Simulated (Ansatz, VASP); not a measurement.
## BN in VASP and in Ansatz

```xyz
2
Lattice="0.0000 1.6537 2.1498 1.6537 0.0000 2.1498 1.6537 1.6537 0.0000" Properties=species:S:1:pos:R:3 pbc="T T T"
B     0.0000    0.0000    0.0000
N     2.4805    2.4805    3.2247
```

Alike in both runs: task single point; functional r2SCAN; k mesh 12 × 12 × 12; occupations gaussian, width 0.05 eV; no spin polarisation.

```csv
,VASP,Ansatz
version,VASP 6.6.1,Ansatz 0.2.0
potentials or method,"VASP PAW PBE potentials, release 64 (B_h, N_h), cutoff 1460 eV","scalar-relativistic, plane waves, PAW"
valence electrons in the cell,8,8
```

VASP gave:

* gap on the k mesh at the Fermi level (eV): 2.39
* least direct gap on the mesh (eV): 5.09
* pressure (GPa): 1.9
* traceless stress, the component that is largest in VASP (GPa): -154.40

Task: Which values does Ansatz return?

Result: gap on the k mesh at the Fermi level (eV): 2.40; least direct gap on the mesh (eV): 5.10; pressure (GPa): 2.3; traceless stress, the component that is largest in VASP (GPa): -154.22.

VASP's potentials were made for PBE, not for r2SCAN. With one functional, cell and mesh, what is left measures potentials, basis and numerics.
